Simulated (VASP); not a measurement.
# SnO2 in VASP: a series of runs, part 2 of 2

VASP 6.6.1. The steps go on from the part before.

## Step 4: Single point, PBE

This run uses another cell than the first one, of 12.43 Å³/atom.

INCAR

```
PREC = Accurate ; ENCUT = 520
EDIFF = 1E-6 ; ISMEAR = 0
SIGMA = 0.02 ; LREAL = False
LASPH = True ; NELM = 60
ALGO = Normal ; ISIF = 2
LWAVE = False ; LCHARG = False
GGA = PE ; NBANDS = 35
```

KPOINTS

```
Automatic mesh
0
Gamma
  6 6 8
```

POSCAR

```
SnO2
1.0
    4.8037539749      0.0000000000      0.0000000000
    0.0000000000      4.8042249287      0.0000000000
    0.0000000000      0.0000000000      3.2315991448
Sn O
2 4
Direct
    0.5000000000      0.5000000000      0.5000000000
    0.0000000000      0.0000000000      0.0000000000
    0.3062789839      0.3063878403      0.0000000000
    0.8062789839      0.1936121597      0.5000000000
    0.1937210161      0.8063878403      0.5000000000
    0.6937210161      0.6936121597      0.0000000000
```

Potentials or basis: VASP PAW PBE potentials, release 64 (Sn_d, O).

Run with:

```bash
cat potpaw_PBE.64/Sn_d/POTCAR potpaw_PBE.64/O/POTCAR > POTCAR
mpirun -np 1 vasp_std > vasp.out
```

OUTCAR:

```text
PREC = Accurate
   ENCUT = 520
   EDIFF = 1E-6
   ISMEAR = 0
   LREAL = False
   LASPH = True
   NELM = 60
   ISIF = 2
   GGA = PE

 ion  position               nearest neighbor table
   1  0.500  0.500  0.500-   4 2.08   5 2.08   3 2.08   6 2.08   3 2.08   6 2.08
   2  0.000  0.000  0.000-   3 2.08   6 2.08   5 2.08   4 2.08   4 2.08   5 2.08
   3  0.306  0.306  0.000-   2 2.08   1 2.08   1 2.08
   4  0.806  0.194  0.500-   1 2.08   2 2.08   2 2.08
   5  0.194  0.806  0.500-   1 2.08   2 2.08   2 2.08
   6  0.694  0.694  0.000-   2 2.08   1 2.08   1 2.08

  LATTYP: Found a simple orthorhombic cell.
 ALAT       =     3.2315991448
 B/A-ratio  =     1.4864943824
 C/A-ratio  =     1.4866401164

  Lattice vectors:

 A1 = (   0.0000000000,   0.0000000000,   3.2315991448)
 A2 = (   4.8037539749,   0.0000000000,   0.0000000000)
 A3 = (   0.0000000000,   4.8042249287,   0.0000000000)

Analysis of symmetry for initial positions (statically):
=====================================================================
 Subroutine PRICEL returns:
 Original cell was already a primitive cell.

 Routine SETGRP: Setting up the symmetry group for a
 simple orthorhombic supercell.

 Subroutine GETGRP returns: Found  8 space group operations
 (whereof  4 operations were pure point group operations)
 out of a pool of  8 trial point group operations.

The static configuration has the point symmetry C_2h.
 The point group associated with its full space group is D_2h.

Analysis of symmetry for dynamics (positions and initial velocities):
=====================================================================
 Subroutine PRICEL returns:
 Original cell was already a primitive cell.

 Routine SETGRP: Setting up the symmetry group for a
 simple orthorhombic supercell.

 Subroutine GETGRP returns: Found  8 space group operations
 (whereof  4 operations were pure point group operations)
 out of a pool of  8 trial point group operations.

The dynamic configuration has the point symmetry C_2h.
 The point group associated with its full space group is D_2h.

 Subroutine INISYM returns: Found  8 space group operations
 (whereof  4 operations are pure point group operations),
 and found     1 'primitive' translations

----------------------------------------------------------------------------------------

                                     Primitive cell

  volume of cell :      74.5799

  direct lattice vectors                    reciprocal lattice vectors
     4.803753975  0.000000000  0.000000000     0.208170528  0.000000000  0.000000000
     0.000000000  4.804224929  0.000000000     0.000000000  0.208150121  0.000000000
     0.000000000  0.000000000  3.231599145     0.000000000  0.000000000  0.309444320

  length of vectors
     4.803753975  4.804224929  3.231599145     0.208170528  0.208150121  0.309444320

  position of ions in fractional coordinates (direct lattice)
     0.500000000  0.500000000  0.500000000
     0.000000000  0.000000000  0.000000000
     0.306278984  0.306387840  0.000000000
     0.806278984  0.193612160  0.500000000
     0.193721016  0.806387840  0.500000000
[... 28 lines left out ...]

  Shift w.r.t. Gamma in fractional coordinates (k-lattice)
     0.000000000  0.000000000  0.000000000

 Subroutine IBZKPT returns following result:
 ===========================================

 Found     80 irreducible k-points:

 Following reciprocal coordinates:
            Coordinates               Weight
  0.000000  0.000000  0.000000      1.000000
  0.166667  0.000000  0.000000      2.000000
  0.333333  0.000000  0.000000      2.000000
  0.500000  0.000000  0.000000      1.000000
  0.000000  0.166667  0.000000      2.000000
  0.166667  0.166667  0.000000      4.000000
[... 16 lines left out ...]
  0.333333  0.166667  0.125000      8.000000
  0.500000  0.166667  0.125000      4.000000
 [... further k-points ...]
   k-points           NKPTS =     80   k-points in BZ     NKDIM =     80   number of bands    NBANDS=     35
   number of dos      NEDOS =    301   number of ions     NIONS =      6
   total plane-waves  NPLWV =  31104
   dimension x,y,z NGX =    36 NGY =   36 NGZ =   24
   dimension x,y,z NGXF=    72 NGYF=   72 NGZF=   48
   ions per type =               2   4
   NGX,Y,Z   is equivalent  to a cutoff of  12.46, 12.46, 12.35 a.u.
   NGXF,Y,Z  is equivalent  to a cutoff of  24.92, 24.91, 24.69 a.u.
 SYSTEM =  unknown system
   PREC   = accura    normal or accurate (medium, high low for compatibility)
   ISTART =      0    job   : 0-new  1-cont  2-samecut
   ICHARG =      2    charge: 1-file 2-atom 10-const
   ISPIN  =      1    spin polarized calculation?
   LNONCOLLINEAR =      F non collinear calculations
   LSORBIT =      F    spin-orbit coupling
   LASPH  =      T    aspherical Exc in radial PAW
   ENCUT  =  520.0 eV  38.22 Ry    6.18 a.u.   8.93  8.93  6.01*2*pi/ulx,y,z
   NELM   =     60;   NELMIN=  2; NELMDL= -5     # of ELM steps
   EDIFF  = 0.1E-05   stopping-criterion for ELM
   LREAL  =      F    real-space projection
   EDIFFG = 0.1E-04   stopping-criterion for IOM
   NSW    =      0    number of steps for IOM
   IBRION =     -1    ionic relax: 0-MD 1-quasi-New 2-CG
   NFREE  =      0    steps in history (QN), initial steepest desc. (CG)
   ISIF   =      2    stress and relaxation
   ISYM   =      2    0-nonsym 1-usesym 2-fastsym
   POTIM  = 0.5000    time-step for ionic-motion
   TEBEG  =    0.0;   TEEND  =   0.0 temperature during run
   PSTRESS=    0.0 pullay stress
   NELECT =      52.0000    total number of electrons
   NUPDOWN=      -1.0000    fix difference up-down
   EMIN   =  10.00;   EMAX   =-10.00  energy-range for DOS
   EFERMI =   0.00;   METHOD = LEGACY
   ISMEAR =     0;   SIGMA  =   0.02  broadening in eV -4-tet -1-fermi 0-gaus
   EFERMI_NEDOS =   21; number of points for ismear=-14 and -15
   IALGO  =     38    algorithm
   IMIX   =      4    mixing-type and parameters
     AMIX     =   0.40;   BMIX     =  1.00
     AMIX_MAG =   1.60;   BMIX_MAG =  1.00
  volume/ion in A,a.u.               =      12.43        83.88
  Fermi-wavevector in a.u.,A,eV,Ry     =   1.451673  2.743264 28.672293  2.107354
  Thomas-Fermi vector in A             =   2.569143
   LORBIT       =      0    0 simple, 1 ext, 2 COOP (PROOUT), +10 PAW based schemes
   GGA     = PE    functional components
   LHFCALC =     F    Hartree Fock is set to
   AEXX    =    0.0000 exact exchange contribution
   IVDW    =     0    specifies the selected vdW correction
   LEPSILON=     F    determine dielectric tensor
   LRPA    =     F    only Hartree local field effects (RPA)
 non-spin polarized calculation
 Gauss-broadening in eV      SIGMA  =   0.02
  energy-cutoff  :      520.00
  volume of cell :       74.58
 maximum number of plane-waves:      2052
 NGX is ok and might be reduce to    36
   NGX = 17   NGY = 17   NGZ = 13

 number of electron      52.0000008 magnetization

 Free energy of the ion-electron system (eV)
  ---------------------------------------------------
  ext. energy  EPLUGINS =         0.00000000
  ---------------------------------------------------
  free energy    TOTEN  =       -37.30123761 eV

  energy without entropy =      -37.30123761  energy(sigma->0) =      -37.30123761

 E-fermi :   5.8406     XC(G=0): -11.0391

 val. band max:        5.6656843389   @ k =   0.0000   0.0000   0.0000
 cond. band min:       6.4469470703   @ k =   0.0000   0.0000   0.0000
 fundamental gap:      0.7812627314
 Fermi energy:         5.8406070520

 k-point     1 :       0.0000    0.0000    0.0000
  band No.  band energies     occupation
      1     -15.3839      2.00000
      2     -14.6871      2.00000
      3     -14.4873      2.00000
      4     -14.4601      2.00000
      5     -14.4601      2.00000
      6     -14.3958      2.00000
[... 901 lines left out ...]
     34      17.7126      0.00000
     35      17.9324      0.00000

 [... further k-points ...]
[... 5 lines left out ...]
  --------------------------------------------------------------------------------------
  -------------------------------------------------------------------------------------
  Total        1.1963053      1.1947372      1.3441395      0.0000000      0.0000000      0.0000000
  in kB       25.6998761     25.6661898     28.8757561      0.0000000      0.0000000      0.0000000
  external PRESSURE =      26.7472740 kB  Pullay stress =       0.0000000 kB

 VOLUME and BASIS-vectors are now :
 -----------------------------------------------------------------------------
  energy-cutoff  :      520.00
  volume of cell :       74.58
      direct lattice vectors                 reciprocal lattice vectors
     4.803753975  0.000000000  0.000000000     0.208170528  0.000000000  0.000000000
     0.000000000  4.804224929  0.000000000     0.000000000  0.208150121  0.000000000
     0.000000000  0.000000000  3.231599145     0.000000000  0.000000000  0.309444320

 POSITION                                       TOTAL-FORCE (eV/Angst)
 -----------------------------------------------------------------------------------
      2.40188      2.40211      1.61580         0.000000      0.000000      0.000000
      0.00000      0.00000      0.00000         0.000000      0.000000      0.000000
      1.47129      1.47196      0.00000        -0.011195     -0.011404      0.000000
      3.87317      0.93016      1.61580        -0.011195      0.011404      0.000000
      0.93059      3.87407      1.61580         0.011195     -0.011404     -0.000000
      3.33247      3.33227      0.00000         0.011195      0.011404     -0.000000
 -----------------------------------------------------------------------------------
    total drift:                               -0.000000      0.000000      0.000000

  FREE ENERGIE OF THE ION-ELECTRON SYSTEM (eV)
  ---------------------------------------------------
  free  energy   TOTEN  =       -37.3012376120 eV

  energy  without entropy=      -37.3012376120  energy(sigma->0) =      -37.30123761
```

OSZICAR:

```text
N       E                     dE             d eps       ncg     rms          rms(c)
DAV:   1     0.644204258575E+03    0.64420E+03   -0.25547E+04  6150   0.230E+03
DAV:   2     0.575685618379E+02   -0.58664E+03   -0.55369E+03  6168   0.613E+02
DAV:   3    -0.383702928551E+02   -0.95939E+02   -0.94309E+02  6026   0.208E+02
DAV:   4    -0.433301252697E+02   -0.49598E+01   -0.49231E+01  7154   0.508E+01
DAV:   5    -0.434597125161E+02   -0.12959E+00   -0.12938E+00  6992   0.866E+00    0.157E+01
DAV:   6    -0.372238237943E+02    0.62359E+01   -0.17513E+01  8872   0.642E+01    0.608E+00
DAV:   7    -0.373314818865E+02   -0.10766E+00   -0.20172E+00  6461   0.787E+00    0.318E+00
DAV:   8    -0.373081009540E+02    0.23381E-01   -0.18012E-01  8552   0.394E+00    0.743E-01
DAV:   9    -0.373003946790E+02    0.77063E-02   -0.35184E-02  9070   0.285E+00    0.130E-01
DAV:  10    -0.373011464183E+02   -0.75174E-03   -0.40302E-03  7284   0.548E-01    0.471E-02
DAV:  11    -0.373012392936E+02   -0.92875E-04   -0.19960E-04  8396   0.116E-01    0.176E-02
DAV:  12    -0.373012402035E+02   -0.90993E-06   -0.13511E-05  8302   0.253E-02    0.118E-02
DAV:  13    -0.373012374369E+02    0.27666E-05   -0.75714E-06  6678   0.392E-02    0.195E-03
DAV:  14    -0.373012376120E+02   -0.17511E-06   -0.58115E-07  3570   0.556E-03
   1 F= -.37301238E+02 E0= -.37301238E+02  d E =-.235372E-37
```

Run time: 2.7 min. Hardware: 1 thread of Intel Xeon 8259CL, shared host; peak memory 0.29 GiB.

Results:

```yaml
Free_energy: -37.3012 eV
Pressure: 2.7 GPa
Largest_force: 0.016 eV/Å
Band_gap_on_the_k_mesh: 0.78 eV
```

Forces in eV/Å, atoms in the order of the input:
```
Sn   0.000  0.000  0.000
Sn   0.000  0.000  0.000
O   -0.011 -0.011  0.000
O   -0.011  0.011  0.000
O    0.011 -0.011  0.000
O    0.011  0.011  0.000
```

Caveat: spin-orbit coupling is left out, which moves the levels of the heavy elements.

## Step 5: Single point, PBE

This run uses another cell than the first one, of 12.43 Å³/atom.

INCAR

```
SYSTEM = SnO2
PREC = Accurate
ENCUT = 520
EDIFF = 1E-7
ISMEAR = 0
SIGMA = 0.02
LREAL = .False.
LASPH = .True.
NELM = 80
ALGO = Normal
ISIF = 2
LWAVE = .False.
LCHARG = .False.
GGA = PE
NBANDS = 35
```

KPOINTS

```
regular mesh
0
Gamma
  6 6 8
  0 0 0
```

POSCAR is that of step 4.

Run with:

```bash
cat potpaw_PBE.64/Sn_d/POTCAR potpaw_PBE.64/O/POTCAR > POTCAR
mpirun -np 1 vasp_std > vasp.out
```

It took 3.6 min on 1 thread of Intel Xeon 8259CL, shared host; peak memory 0.29 GiB.

Results (log left out):

| Item | Value |
| --- | --- |
| Free energy | -37.3012 eV |
| Pressure | 2.7 GPa |
| Largest force | 0.016 eV/Å |
| Band gap on the k mesh | 0.78 eV |

Forces in eV/Å, atoms in the order of the input:
```
Sn   0.000  0.000  0.000
Sn   0.000  0.000  0.000
O   -0.011 -0.011  0.000
O   -0.011  0.011  0.000
O    0.011 -0.011  0.000
O    0.011  0.011  0.000
```

Stress tensor (GPa, compression positive):
```
2.56 0.00 0.00
0.00 2.56 0.00
0.00 0.00 2.88
```

Levels at points of the mesh, in eV from the valence-band top:
```tsv
k point	band 24	band 25	band 26	band 27	band 28	band 29
(0.00, 0.00, 0.00)	-0.75	-0.75	0.00	0.78	5.78	6.10
(0.50, 0.00, 0.00)	-1.21	-0.61	-0.61	4.00	4.00	6.85
(0.00, 0.50, 0.00)	-1.21	-0.61	-0.61	4.00	4.00	6.86
(0.50, 0.50, 0.00)	-1.33	-0.86	-0.86	4.39	4.39	7.22
(0.00, 0.00, 0.50)	-1.56	-1.20	-1.20	5.71	5.71	9.45
(0.50, 0.00, 0.50)	-1.03	-0.74	-0.74	5.98	5.98	7.71
(0.00, 0.50, 0.50)	-1.03	-0.74	-0.74	5.98	5.98	7.71
(0.50, 0.50, 0.50)	-0.92	-0.79	-0.79	4.45	4.45	8.69
```

Caveat: spin-orbit coupling is left out, which moves the levels of the heavy elements.

## Step 6: Single point, PBE

INCAR

```
PREC = Accurate ; ENCUT = 520
EDIFF = 1E-7 ; ISMEAR = 0
SIGMA = 0.02 ; LREAL = F
LASPH = T ; NELM = 100
ALGO = Normal ; ISIF = 2
LWAVE = F ; LCHARG = F
GGA = PE ; NBANDS = 35
```

KPOINTS

```
Automatic mesh
0
Gamma
  6 6 8
```

POSCAR

```
SnO2
1.0
    4.8265176045      0.0000000000      0.0000000000
    0.0000000000      4.8283675577      0.0000000000
    0.0000000000      0.0000000000      3.2381666758
Sn O
2 4
Direct
    0.5000000000      0.5000000000      0.5000000000
    0.0000000000      0.0000000000      0.0000000000
    0.3064962479      0.3066616288      0.0000000000
    0.8064962479      0.1933383712      0.5000000000
    0.1935037521      0.8066616288      0.5000000000
    0.6935037521      0.6933383712      0.0000000000
```

Potentials or basis: VASP PAW PBE potentials, release 64 (Sn_d, O).

Run with:

```bash
cat potpaw_PBE.64/Sn_d/POTCAR potpaw_PBE.64/O/POTCAR > POTCAR
mpirun -np 1 vasp_std > vasp.out
```

Run time: 3.1 min. Hardware: 1 thread of Intel Xeon 8259CL, shared host; peak memory 0.29 GiB.

The run converged. Its results:

```
Free energy            : -37.3110 eV
Pressure               : 0.6 GPa
Largest force          : 0.017 eV/Å
Band gap on the k mesh : 0.67 eV
```

Forces on the atoms (eV/Å):
```
Sn   0.000  0.000  0.000
Sn   0.000  0.000  0.000
O   -0.012 -0.012  0.000
O   -0.012  0.012  0.000
O    0.012 -0.012  0.000
O    0.012  0.012  0.000
```

Stress tensor (GPa, compression positive):
```
0.52 0.00 0.00
0.00 0.49 0.00
0.00 0.00 0.79
```

Levels at points of the mesh, in eV from the valence-band top:
```tsv
k point	band 22	band 23	band 24	band 25	band 26	band 27	band 28	band 29	band 30	band 31
(0.00, 0.00, 0.00)	-1.26	-1.26	-0.74	-0.74	0.00	0.67	5.69	6.06	6.06	10.12
(0.50, 0.00, 0.00)	-1.90	-1.21	-1.21	-0.61	-0.61	3.88	3.88	6.80	6.80	10.40
(0.00, 0.50, 0.00)	-1.90	-1.21	-1.21	-0.61	-0.61	3.88	3.88	6.81	6.81	10.40
(0.50, 0.50, 0.00)	-1.87	-1.33	-1.33	-0.85	-0.85	4.27	4.27	7.15	7.15	10.48
(0.00, 0.00, 0.50)	-2.57	-1.53	-1.53	-1.18	-1.18	5.59	5.59	9.36	9.36	10.31
(0.50, 0.00, 0.50)	-1.66	-1.02	-1.02	-0.75	-0.75	5.85	5.85	7.60	7.60	10.57
(0.00, 0.50, 0.50)	-1.66	-1.02	-1.02	-0.75	-0.75	5.85	5.85	7.60	7.60	10.58
(0.50, 0.50, 0.50)	-2.43	-0.92	-0.92	-0.78	-0.78	4.35	4.35	8.61	8.61	10.57
```

Caveat: spin-orbit coupling is left out, which moves the levels of the heavy elements.

## Step 7: Overview

```csv
cell,k mesh,smearing,gap on the mesh (eV),pressure (GPa),largest force (eV/Å)
"a = 4.827, b = 4.828, c = 3.238 Å, 6 atoms",6 × 6 × 8,gaussian 0.05 eV,0.67,0.6,0.02
"a = 4.827, b = 4.828, c = 3.238 Å, 6 atoms",6 × 6 × 10,gaussian 0.05 eV,0.67,0.6,0.02
"a = 4.804, b = 4.804, c = 3.232 Å, 6 atoms",6 × 6 × 8,gaussian 0.02 eV,0.78,2.7,0.02
"a = 4.827, b = 4.828, c = 3.238 Å, 6 atoms",6 × 6 × 8,gaussian 0.02 eV,0.67,0.6,0.02
```

Alike in all rows: task single point; level PBE; potentials or basis VASP PAW PBE potentials, release 64 (Sn_d, O); no spin polarisation; cutoff (eV) 520.

Caveats: spin-orbit coupling is left out, which moves the levels of the heavy elements.

Total energies depend on the potentials used, so only differences within one code and one set of settings carry meaning.
